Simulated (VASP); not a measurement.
# CoSi2 (Fm-3m) in VASP: a series of runs

CoSi2 is run at these levels: PBE; tasks: single point, relaxation of cell and atoms.

Program: VASP 6.6.1. These are calculated values, not measurements. Logs are shortened: lines on timing, memory, paths and dates and some standing lists are left out, and cuts for length are marked.

**1. The cell of the first run**

The structure is cubic, space group Fm-3m (No. 225). The conventional cell has a = 5.360 Å, b = 5.360 Å, c = 5.360 Å, α = 90.00°, β = 90.00°, γ = 90.00°. Within 3.1 Å of Co (site symmetry m-3m) lie 8 Si at 2.32 Å. Si (site symmetry -43m) has 4 Co at 2.32 Å and 6 Si at 2.68 Å within 3.1 Å.

**2. Single point, PBE**

File INCAR:

```
SYSTEM = CoSi2
PREC = Accurate ; ENCUT = 520
EDIFF = 1E-6 ; ISMEAR = 0
SIGMA = 0.05 ; LREAL = .FALSE.
LASPH = .TRUE. ; NELM = 100
ALGO = Normal ; ISIF = 2
LWAVE = .FALSE. ; LCHARG = .FALSE.
GGA = PE ; NBANDS = 16
```

File KPOINTS:

```
regular mesh
0
G
  12 12 12
  0 0 0
```

File POSCAR:

```
CoSi2
1.0
    0.0000000000      2.6798182503      2.6798182503
    2.6798182503      0.0000000000      2.6798182503
    2.6798182503      2.6798182503      0.0000000000
Co Si
1 2
Direct
    0.0000000000      0.0000000000      0.0000000000
    0.2500000000      0.2500000000      0.2500000000
    0.7500000000      0.7500000000      0.7500000000
```

Potentials or basis: VASP PAW PBE potentials, release 64 (Co, Si).

Command:

```bash
> cat potpaw_PBE.64/Co/POTCAR potpaw_PBE.64/Si/POTCAR > POTCAR
> mpirun -np 1 vasp_std > vasp.out
```

OUTCAR:

```text
SYSTEM = CoSi2
   PREC = Accurate
   ENCUT = 520
   EDIFF = 1E-6
   ISMEAR = 0
   LREAL = .FALSE.
   LASPH = .TRUE.
   NELM = 100
   ISIF = 2
   GGA = PE

 ion  position               nearest neighbor table
   1  0.000  0.000  0.000-   3 2.32   3 2.32   2 2.32   2 2.32   3 2.32   2 2.32   3 2.32   2 2.32

   2  0.250  0.250  0.250-   1 2.32   1 2.32   1 2.32   1 2.32   3 2.68   3 2.68   3 2.68   3 2.68
                             3 2.68   3 2.68
   3  0.750  0.750  0.750-   1 2.32   1 2.32   1 2.32   1 2.32   2 2.68   2 2.68   2 2.68   2 2.68
                             2 2.68   2 2.68

  LATTYP: Found a face centered cubic cell.
 ALAT       =     5.3596365006

  Lattice vectors:

 A1 = (   0.0000000000,   2.6798182503,   2.6798182503)
 A2 = (   2.6798182503,   0.0000000000,   2.6798182503)
 A3 = (   2.6798182503,   2.6798182503,   0.0000000000)

Analysis of symmetry for initial positions (statically):
=====================================================================
 Subroutine PRICEL returns:
 Original cell was already a primitive cell.

 Routine SETGRP: Setting up the symmetry group for a
 face centered cubic supercell.

 Subroutine GETGRP returns: Found 48 space group operations
 (whereof 48 operations were pure point group operations)
 out of a pool of 48 trial point group operations.

The static configuration has the point symmetry O_h .

Analysis of symmetry for dynamics (positions and initial velocities):
=====================================================================
 Subroutine PRICEL returns:
 Original cell was already a primitive cell.

 Routine SETGRP: Setting up the symmetry group for a
 face centered cubic supercell.

 Subroutine GETGRP returns: Found 48 space group operations
 (whereof 48 operations were pure point group operations)
 out of a pool of 48 trial point group operations.

The dynamic configuration has the point symmetry O_h .

 Subroutine INISYM returns: Found 48 space group operations
 (whereof 48 operations are pure point group operations),
 and found     1 'primitive' translations

----------------------------------------------------------------------------------------

                                     Primitive cell

  volume of cell :      38.4898

  direct lattice vectors                    reciprocal lattice vectors
     0.000000000  2.679818250  2.679818250    -0.186579817  0.186579817  0.186579817
     2.679818250  0.000000000  2.679818250     0.186579817 -0.186579817  0.186579817
     2.679818250  2.679818250  0.000000000     0.186579817  0.186579817 -0.186579817

  length of vectors
     3.789835314  3.789835314  3.789835314     0.323165724  0.323165724  0.323165724

  position of ions in fractional coordinates (direct lattice)
     0.000000000  0.000000000  0.000000000
     0.250000000  0.250000000  0.250000000
     0.750000000  0.750000000  0.750000000

  ion indices of the primitive-cell ions
   primitive index   ion index
                 1           1
                 2           2
                 3           3

----------------------------------------------------------------------------------------

 KPOINTS: regular mesh

Automatic generation of k-mesh.
 Grid dimensions read from file:
 generate k-points for:   12   12   12

 Generating k-lattice:

  Cartesian coordinates                     Fractional coordinates (reciprocal lattice)
    -0.015548318  0.015548318  0.015548318     0.083333333  0.000000000  0.000000000
     0.015548318 -0.015548318  0.015548318     0.000000000  0.083333333  0.000000000
     0.015548318  0.015548318 -0.015548318     0.000000000  0.000000000  0.083333333

  Length of vectors
     0.026930477  0.026930477  0.026930477

  Shift w.r.t. Gamma in fractional coordinates (k-lattice)
     0.000000000  0.000000000  0.000000000

 Subroutine IBZKPT returns following result:
 ===========================================

 Found     72 irreducible k-points:

 Following reciprocal coordinates:
            Coordinates               Weight
  0.000000  0.000000  0.000000      1.000000
  0.083333  0.000000  0.000000      8.000000
  0.166667  0.000000  0.000000      8.000000
  0.250000  0.000000  0.000000      8.000000
  0.333333  0.000000  0.000000      8.000000
  0.416667  0.000000  0.000000      8.000000
[... 16 lines left out ...]
  0.500000  0.166667  0.000000     24.000000
 -0.416667  0.166667  0.000000     24.000000
 [... further k-points ...]
   k-points           NKPTS =     72   k-points in BZ     NKDIM =     72   number of bands    NBANDS=     16
   number of dos      NEDOS =    301   number of ions     NIONS =      3
   total plane-waves  NPLWV =  21952
   dimension x,y,z NGX =    28 NGY =   28 NGZ =   28
   dimension x,y,z NGXF=    56 NGYF=   56 NGZF=   56
   ions per type =               1   2
   NGX,Y,Z   is equivalent  to a cutoff of  12.28, 12.28, 12.28 a.u.
   NGXF,Y,Z  is equivalent  to a cutoff of  24.57, 24.57, 24.57 a.u.
 SYSTEM =  CoSi2
   PREC   = accura    normal or accurate (medium, high low for compatibility)
   ISTART =      0    job   : 0-new  1-cont  2-samecut
   ICHARG =      2    charge: 1-file 2-atom 10-const
   ISPIN  =      1    spin polarized calculation?
   LNONCOLLINEAR =      F non collinear calculations
   LSORBIT =      F    spin-orbit coupling
   LASPH  =      T    aspherical Exc in radial PAW
   ENCUT  =  520.0 eV  38.22 Ry    6.18 a.u.   7.05  7.05  7.05*2*pi/ulx,y,z
   NELM   =    100;   NELMIN=  2; NELMDL= -5     # of ELM steps
   EDIFF  = 0.1E-05   stopping-criterion for ELM
   LREAL  =      F    real-space projection
   EDIFFG = 0.1E-04   stopping-criterion for IOM
   NSW    =      0    number of steps for IOM
   IBRION =     -1    ionic relax: 0-MD 1-quasi-New 2-CG
   NFREE  =      0    steps in history (QN), initial steepest desc. (CG)
   ISIF   =      2    stress and relaxation
   ISYM   =      2    0-nonsym 1-usesym 2-fastsym
   POTIM  = 0.5000    time-step for ionic-motion
   TEBEG  =    0.0;   TEEND  =   0.0 temperature during run
   PSTRESS=    0.0 pullay stress
   NELECT =      17.0000    total number of electrons
   NUPDOWN=      -1.0000    fix difference up-down
   EMIN   =  10.00;   EMAX   =-10.00  energy-range for DOS
   EFERMI =   0.00;   METHOD = LEGACY
   ISMEAR =     0;   SIGMA  =   0.05  broadening in eV -4-tet -1-fermi 0-gaus
   EFERMI_NEDOS =   21; number of points for ismear=-14 and -15
   IALGO  =     38    algorithm
   IMIX   =      4    mixing-type and parameters
     AMIX     =   0.40;   BMIX     =  1.00
     AMIX_MAG =   1.60;   BMIX_MAG =  1.00
  volume/ion in A,a.u.               =      12.83        86.58
  Fermi-wavevector in a.u.,A,eV,Ry     =   1.246740  2.355996 21.148351  1.554360
  Thomas-Fermi vector in A             =   2.380904
   LORBIT       =      0    0 simple, 1 ext, 2 COOP (PROOUT), +10 PAW based schemes
   GGA     = PE    functional components
   LHFCALC =     F    Hartree Fock is set to
   AEXX    =    0.0000 exact exchange contribution
   IVDW    =     0    specifies the selected vdW correction
   LEPSILON=     F    determine dielectric tensor
   LRPA    =     F    only Hartree local field effects (RPA)
 non-spin polarized calculation
 Gauss-broadening in eV      SIGMA  =   0.05
  energy-cutoff  :      520.00
  volume of cell :       38.49
 maximum number of plane-waves:      1056
   NGX = 15   NGY = 15   NGZ = 15

 number of electron      16.9999995 magnetization

 Free energy of the ion-electron system (eV)
  ---------------------------------------------------
  ext. energy  EPLUGINS =         0.00000000
  ---------------------------------------------------
  free energy    TOTEN  =       -19.29610988 eV

  energy without entropy =      -19.29464034  energy(sigma->0) =      -19.29537511

 E-fermi :  10.0481     XC(G=0): -11.7371

 val. band max:       10.0297155388   @ k =   0.4167   0.2500   0.0833
 cond. band min:      10.0683095235   @ k =   0.4167   0.0833   0.0000
 fundamental gap:      0.0385939847
 Fermi energy:        10.0481417861

 k-point     1 :       0.0000    0.0000    0.0000
  band No.  band energies     occupation
      1      -3.0436      2.00000
      2       5.9969      2.00000
      3       5.9969      2.00000
      4       5.9969      2.00000
      5       8.1642      2.00000
      6       8.1642      2.00000
[... 8 lines left out ...]
     15      15.7239      0.00000
     16      15.7239      0.00000

 k-point     2 :       0.0833    0.0000    0.0000
  band No.  band energies     occupation
      1      -2.9383      2.00000
      2       5.7333      2.00000
      3       6.0345      2.00000
      4       6.0345      2.00000
      5       8.1326      2.00000
      6       8.1326      2.00000
[... 8 lines left out ...]
     15      15.3967      0.00000
     16      15.5318      0.00000

 k-point     3 :       0.1667    0.0000    0.0000
  band No.  band energies     occupation
      1      -2.6244      2.00000
      2       5.0338      2.00000
      3       6.1379      2.00000
      4       6.1379      2.00000
      5       8.0631      2.00000
      6       8.0631      2.00000
[... 8 lines left out ...]
     15      15.6290      0.00000
     16      16.3620      0.00000

 k-point     4 :       0.2500    0.0000    0.0000
  band No.  band energies     occupation
      1      -2.1081      2.00000
      2       4.0494      2.00000
      3       6.2767      2.00000
      4       6.2767      2.00000
      5       8.0225      2.00000
      6       8.0225      2.00000
[... 8 lines left out ...]
     15      16.7264      0.00000
     16      17.5579      0.00000
[... 324 lines left out ...]
 k-point    22 :       0.4167    0.1667    0.0000
  band No.  band energies     occupation
      1      -0.7735      2.00000
      2       2.7274      2.00000
      3       6.0971      2.00000
      4       6.3198      2.00000
      5       6.9519      2.00000
      6       8.2129      2.00000
[... 8 lines left out ...]
     15      20.6251      0.00000
     16      21.0060      0.00000

 k-point    23 :       0.5000    0.1667    0.0000
  band No.  band energies     occupation
      1       0.1284      2.00000
      2       1.6251      2.00000
      3       5.8533      2.00000
      4       6.4757      2.00000
      5       6.9786      2.00000
      6       8.2041      2.00000
[... 8 lines left out ...]
     15      20.7121      0.00000
     16      21.2608      0.00000

 k-point    24 :      -0.4167    0.1667    0.0000
  band No.  band energies     occupation
      1       0.4382      2.00000
      2       1.2761      2.00000
      3       5.6219      2.00000
      4       6.6428      2.00000
      5       7.1665      2.00000
      6       7.9951      2.00000
[... 8 lines left out ...]
     15      19.3161      0.00000
     16      19.7147      0.00000

 [... further k-points ...]

------------------------ aborting loop because EDIFF is reached ----------------------------------------

  FORCE on cell =-STRESS in cart. coord.  units (eV):
  Direction    XX          YY          ZZ          XY          YZ          ZX
  --------------------------------------------------------------------------------------
  -------------------------------------------------------------------------------------
  Total       -0.0556826     -0.0556826     -0.0556826     -0.0000000      0.0000000     -0.0000000
  in kB       -2.3178454     -2.3178454     -2.3178454     -0.0000000      0.0000000     -0.0000000
  external PRESSURE =      -2.3178454 kB  Pullay stress =       0.0000000 kB

 VOLUME and BASIS-vectors are now :
 -----------------------------------------------------------------------------
  energy-cutoff  :      520.00
  volume of cell :       38.49
      direct lattice vectors                 reciprocal lattice vectors
     0.000000000  2.679818250  2.679818250    -0.186579817  0.186579817  0.186579817
     2.679818250  0.000000000  2.679818250     0.186579817 -0.186579817  0.186579817
     2.679818250  2.679818250  0.000000000     0.186579817  0.186579817 -0.186579817

 POSITION                                       TOTAL-FORCE (eV/Angst)
 -----------------------------------------------------------------------------------
      0.00000      0.00000      0.00000         0.000000      0.000000      0.000000
      1.33991      1.33991      1.33991         0.000000      0.000000      0.000000
      4.01973      4.01973      4.01973        -0.000000     -0.000000     -0.000000
 -----------------------------------------------------------------------------------
    total drift:                               -0.000000     -0.000000      0.000000

  FREE ENERGIE OF THE ION-ELECTRON SYSTEM (eV)
  ---------------------------------------------------
  free  energy   TOTEN  =       -19.2961098755 eV

  energy  without entropy=      -19.2946403386  energy(sigma->0) =      -19.29537511
```

Wall time 41 s (1 thread of Intel Xeon Platinum 8375C at 2.90GHz (Ice Lake), shared host); peak memory 0.18 GiB.

Results:

```
Free energy : -19.2961 eV
Pressure    : -0.2 GPa
```

**3. Single point, PBE (volume scaled by 1.020)**

File INCAR:

```
SYSTEM = CoSi2
  ALGO = Normal
  EDIFF = 1E-7
  ENCUT = 520
  GGA = PE
  ISIF = 2
  ISMEAR = 0
  LASPH = .TRUE.
  LCHARG = .FALSE.
  LREAL = .FALSE.
  LWAVE = .FALSE.
  NBANDS = 16
  NELM = 60
  PREC = Accurate
  SIGMA = 0.05
```

File KPOINTS:

```
k-points
0
G
  12 12 12
  0 0 0
```

File POSCAR:

```
CoSi2
1.0
    0.0000000000      2.6975659082      2.6975659082
    2.6975659082      0.0000000000      2.6975659082
    2.6975659082      2.6975659082      0.0000000000
Co Si
1 2
Direct
    0.0000000000      0.0000000000      0.0000000000
    0.2500000000      0.2500000000      0.2500000000
    0.7500000000      0.7500000000      0.7500000000
```

Potentials or basis: VASP PAW PBE potentials, release 64 (Co, Si).

Command:

```bash
> cat potpaw_PBE.64/Co/POTCAR potpaw_PBE.64/Si/POTCAR > POTCAR
> mpirun -np 1 vasp_std > vasp.out
```

Run time: 43 s. Hardware: 1 thread of Intel Xeon Platinum 8375C at 2.90GHz (Ice Lake), shared host; peak memory 0.18 GiB.

It converged, with:

```yaml
Free_energy: -19.2872 eV
Pressure: -3.5 GPa
```

Levels at points of the mesh, in eV from the Fermi level:
| k point | band 5 | band 6 | band 7 | band 8 | band 9 | band 10 | band 11 | band 12 | band 13 | band 14 |
| --- | --- | --- | --- | --- | --- | --- | --- | --- | --- | --- |
| (0.00, 0.00, 0.00) | -1.82 | -1.82 | 0.56 | 3.34 | 3.34 | 3.34 | 3.46 | 3.46 | 3.46 | 5.59 |
| (0.50, 0.00, 0.00) | -2.11 | -1.55 | -1.55 | -0.45 | -0.45 | 2.64 | 3.36 | 3.36 | 4.18 | 10.28 |
| (0.50, 0.50, 0.00) | -3.58 | -1.88 | -1.88 | -1.83 | -1.27 | 1.50 | 2.93 | 8.55 | 9.38 | 9.38 |

 Spin polarisation is off, so any magnetic state and its effect on volume and gap are missing.

[end of part 1 of 2]
